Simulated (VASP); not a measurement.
# KP5 (P6/mmm) in VASP: further runs

Runs on KP5. Level: PBE. Tasks: relaxation of cell and atoms, single point.

Everything below comes from runs of VASP 6.6.1. Logs are shortened: lines on timing, memory, paths and dates and some standing lists are left out, and cuts for length are marked.

**1. The cell of the first run**

The structure is hexagonal, space group P6/mmm (No. 191). The conventional cell has a = 6.376 Å, b = 6.376 Å, c = 3.241 Å, α = 90.00°, β = 90.00°, γ = 120.00°. Within 4.3 Å of K (site symmetry 6/mmm) lie 2 K at 3.24 Å and 18 P at 3.58 to 3.68 Å. P (site symmetry mmm) has 8 P at 2.45 to 3.19 Å within 3.2 Å. Within 3.2 Å of P (site symmetry -6m2) lie 6 P at 2.45 Å.

**2. Relaxation of cell and atoms, PBE**

The input, INCAR:

```
SYSTEM = KP5
PREC = Accurate
ENCUT = 600
EDIFF = 1E-6
ISMEAR = 0
SIGMA = 0.1
LREAL = .False.
LASPH = .True.
NELM = 100
ALGO = Normal
ISIF = 3
LWAVE = .False.
LCHARG = .False.
GGA = PE
IBRION = 2
NSW = 100
EDIFFG = -0.01
```

The input, KPOINTS:

```
regular mesh
0
Gamma
  9 9 12
  0 0 0
```

The input, POSCAR:

```
KP5
1.0
    6.3760492124      0.0000000000      0.0000000000
   -3.1880246062      5.5218205938      0.0000000000
    0.0000000000      0.0000000000      3.2405408576
K P
1 5
Direct
    0.0000000000      0.0000000000      0.0000000000
    0.5000000000      0.0000000000      0.5000000000
    0.5000000000      0.5000000000      0.5000000000
    0.0000000000      0.5000000000      0.5000000000
    0.3333333333      0.6666666667      0.0000000000
    0.6666666667      0.3333333333      0.0000000000
```

Potentials or basis: VASP PAW PBE potentials, release 64 (K_sv, P).

The run is started by

```sh
> cat potpaw_PBE.64/K_sv/POTCAR potpaw_PBE.64/P/POTCAR > POTCAR
> mpirun -np 1 vasp_std > vasp.out
```

OUTCAR:

```text
SYSTEM = KP5
   PREC = Accurate
   ENCUT = 600
   EDIFF = 1E-6
   ISMEAR = 0
   LREAL = .False.
   LASPH = .True.
   NELM = 100
   ISIF = 3
   GGA = PE
   IBRION = 2
   NSW = 100
   EDIFFG = -0.01

 ion  position               nearest neighbor table
   1  0.000  0.000  0.000-
   2  0.500  0.000  0.500-   5 2.45   6 2.45   5 2.45   6 2.45
   3  0.500  0.500  0.500-   5 2.45   6 2.45   5 2.45   6 2.45
   4  0.000  0.500  0.500-   5 2.45   6 2.45   5 2.45   6 2.45
   5  0.333  0.667  0.000-   4 2.45   4 2.45   2 2.45   2 2.45   3 2.45   3 2.45
   6  0.667  0.333  0.000-   4 2.45   4 2.45   2 2.45   2 2.45   3 2.45   3 2.45

  LATTYP: Found a hexagonal cell.
 ALAT       =     6.3760492124
 C/A-ratio  =     0.5082364878

  Lattice vectors:

 A1 = (   6.3760492124,   0.0000000000,   0.0000000000)
 A2 = (  -3.1880246062,   5.5218205938,   0.0000000000)
 A3 = (   0.0000000000,   0.0000000000,   3.2405408576)

Analysis of symmetry for initial positions (statically):
=====================================================================
 Subroutine PRICEL returns:
 Original cell was already a primitive cell.

 Routine SETGRP: Setting up the symmetry group for a
 hexagonal supercell.

 Subroutine GETGRP returns: Found 24 space group operations
 (whereof 24 operations were pure point group operations)
 out of a pool of 24 trial point group operations.

The static configuration has the point symmetry D_6h.

Analysis of symmetry for dynamics (positions and initial velocities):
=====================================================================
 Subroutine PRICEL returns:
 Original cell was already a primitive cell.

 Routine SETGRP: Setting up the symmetry group for a
 hexagonal supercell.

 Subroutine GETGRP returns: Found 24 space group operations
 (whereof 24 operations were pure point group operations)
 out of a pool of 24 trial point group operations.

The dynamic configuration has the point symmetry D_6h.

 Subroutine INISYM returns: Found 24 space group operations
 (whereof 24 operations are pure point group operations),
 and found     1 'primitive' translations
[... 161 lines left out ...]
  Total       -0.2499091     -0.2499091     -0.1349506      0.0000000     -0.0000000      0.0000000
  in kB       -3.5094669     -3.5094669     -1.8951077      0.0000000     -0.0000000      0.0000000
  external PRESSURE =      -2.9713472 kB  Pullay stress =       0.0000000 kB

 VOLUME and BASIS-vectors are now :
 -----------------------------------------------------------------------------
  energy-cutoff  :      600.00
  volume of cell :      114.09
      direct lattice vectors                 reciprocal lattice vectors
     6.376049212  0.000000000  0.000000000     0.156836933  0.090549845  0.000000000
    -3.188024606  5.521820594  0.000000000     0.000000000  0.181099690  0.000000000
     0.000000000  0.000000000  3.240540858     0.000000000  0.000000000  0.308590462

 POSITION                                       TOTAL-FORCE (eV/Angst)
 -----------------------------------------------------------------------------------
      0.00000      0.00000      0.00000        -0.000000      0.000000      0.000000
      3.18802      0.00000      1.62027        -0.000000      0.000000      0.000000
      1.59401      2.76091      1.62027        -0.000000      0.000000      0.000000
     -1.59401      2.76091      1.62027        -0.000000      0.000000      0.000000
     -0.00000      3.68121      0.00000        -0.000000     -0.000000      0.000000
      3.18802      1.84061      0.00000         0.000000      0.000000      0.000000
 -----------------------------------------------------------------------------------
    total drift:                                0.000000      0.000000      0.000000

  FREE ENERGIE OF THE ION-ELECTRON SYSTEM (eV)
  ---------------------------------------------------
  free  energy   TOTEN  =       -26.9784562995 eV

  energy  without entropy=      -26.9674208506  energy(sigma->0) =      -26.97293858

--------------------------------------- Ionic step        2  -------------------------------------------

 number of electron      34.0000002 magnetization

 Free energy of the ion-electron system (eV)
  ---------------------------------------------------
  ext. energy  EPLUGINS =         0.00000000
  ---------------------------------------------------
  free energy    TOTEN  =       -26.97900391 eV

  energy without entropy =      -26.96793067  energy(sigma->0) =      -26.97346729

 E-fermi :   6.0434     XC(G=0):  -9.9533

 val. band max:        6.0417398568   @ k =   0.3333   0.3333   0.4167
 cond. band min:       6.0646835384   @ k =   0.2222   0.0000   0.0833
 fundamental gap:      0.0229436817
 Fermi energy:         6.0434290482

 k-point     1 :       0.0000    0.0000    0.0000
  band No.  band energies     occupation
      1     -24.7622      2.00000
      2      -9.1567      2.00000
      3      -8.2608      2.00000
      4      -8.2608      2.00000
      5      -7.8941      2.00000
      6      -6.3719      2.00000
[... 565 lines left out ...]
     20       8.4569      0.00000
     21       8.8999      0.00000

 [... further k-points ...]
[... 5 lines left out ...]
  --------------------------------------------------------------------------------------
  -------------------------------------------------------------------------------------
  Total        0.0042951      0.0042951      0.0458188      0.0000000      0.0000000     -0.0000000
  in kB        0.0606250      0.0606250      0.6467281      0.0000000      0.0000000     -0.0000000
  external PRESSURE =       0.2559927 kB  Pullay stress =       0.0000000 kB

 VOLUME and BASIS-vectors are now :
 -----------------------------------------------------------------------------
  energy-cutoff  :      600.00
  volume of cell :      113.51
      direct lattice vectors                 reciprocal lattice vectors
     6.363237310  0.000000000  0.000000000     0.157152712  0.090732161 -0.000000000
    -3.181618655  5.510725161 -0.000000000    -0.000000000  0.181464321  0.000000000
     0.000000000 -0.000000000  3.237024669    -0.000000000  0.000000000  0.308925666

 POSITION                                       TOTAL-FORCE (eV/Angst)
 -----------------------------------------------------------------------------------
      6.36324      0.00000      0.00000         0.000000     -0.000000      0.000000
      3.18162     -0.00000      1.61851        -0.000000      0.000000      0.000000
      1.59081      2.75536      1.61851         0.000000      0.000000      0.000000
      4.77243      2.75536      1.61851         0.000000     -0.000000      0.000000
     -0.00000      3.67382     -0.00000        -0.000000      0.000000     -0.000000
      3.18162      1.83691      0.00000         0.000000      0.000000      0.000000
 -----------------------------------------------------------------------------------
    total drift:                               -0.000000      0.000000      0.000000

  FREE ENERGIE OF THE ION-ELECTRON SYSTEM (eV)
  ---------------------------------------------------
  free  energy   TOTEN  =       -26.9790039135 eV

  energy  without entropy=      -26.9679306654  energy(sigma->0) =      -26.97346729

 reached required accuracy - stopping structural energy minimisation
```

CONTCAR:

```text
KP5
   1.00000000000000
     6.3632373098364683    0.0000000000000000    0.0000000000000000
    -3.1816186549182341    5.5107251607086774   -0.0000000000000000
     0.0000000000000000   -0.0000000000000000    3.2370246686165602
  K               P
     1     5
Direct
     1.0000000000000000    0.0000000000000000    0.0000000000000000
     0.5000000000000000    0.0000000000000000    0.5000000000000000
     0.5000000000000000    0.5000000000000000    0.5000000000000000
     1.0000000000000000    0.5000000000000000    0.5000000000000000
     0.3333333332999970    0.6666666667000030    0.0000000000000000
     0.6666666667000030    0.3333333332999970    0.0000000000000000

  0.00000000E+00  0.00000000E+00  0.00000000E+00
  0.00000000E+00  0.00000000E+00  0.00000000E+00
  0.00000000E+00  0.00000000E+00  0.00000000E+00
  0.00000000E+00  0.00000000E+00  0.00000000E+00
  0.00000000E+00  0.00000000E+00  0.00000000E+00
  0.00000000E+00  0.00000000E+00  0.00000000E+00
```

It took 4.3 min on 1 thread of Intel Xeon 6975P-C (Granite Rapids), shared host; peak memory 0.42 GiB.

Results:

- Free energy: -26.9790 eV
- Relaxed volume: 18.92 Å³/atom
- Relaxed cell: a = 6.363 Å, b = 6.363 Å, c = 3.237 Å, α = 90.00°, β = 90.00°, γ = 120.00°
- Space group after relaxing (to 0.05 Å): P6/mmm (No. 191)
- Energy gained by relaxing: 0.1 meV/atom
- Ionic steps: 2
- Pressure after relaxing: 0.0 GPa
- Band gap on the k mesh: zero (band 17 reaches 6.79 eV, above the bottom of band 18 at 5.01 eV)

Step by step:
| step | energy change (eV) | largest force (eV/Å) | pressure (GPa) | volume (Å³) |
| --- | --- | --- | --- | --- |
| 1 | 0.0000 | 0.0000 | -0.30 | 114.09 |
| 2 | -0.0005 | 0.0000 | 0.03 | 113.51 |

Final structure:
```cif
data_structure
_symmetry_space_group_name_H-M 'P 1'
_symmetry_Int_Tables_number 1
_cell_length_a 6.3632
_cell_length_b 6.3632
_cell_length_c 3.2370
_cell_angle_alpha 90.000
_cell_angle_beta 90.000
_cell_angle_gamma 120.000
_cell_volume 113.51
loop_
_atom_site_label
_atom_site_type_symbol
_atom_site_fract_x
_atom_site_fract_y
_atom_site_fract_z
_atom_site_occupancy
K1 K 0.00000 0.00000 0.00000 1
P1 P 0.50000 0.00000 0.50000 1
P2 P 0.50000 0.50000 0.50000 1
P3 P 0.00000 0.50000 0.50000 1
P4 P 0.33333 0.66667 0.00000 1
P5 P 0.66667 0.33333 0.00000 1
```

Levels at points of the mesh, in eV from the Fermi level:
```csv
k point,band 13,band 14,band 15,band 16,band 17,band 18,band 19,band 20,band 21
"(0.00, 0.00, 0.00)",-0.93,-0.93,-0.64,0.59,0.59,0.61,1.45,1.45,1.51
"(0.00, 0.00, 0.50)",-3.14,-3.14,-2.00,-2.00,0.66,0.90,0.90,1.59,1.79
```

[end of part 1 of 2]
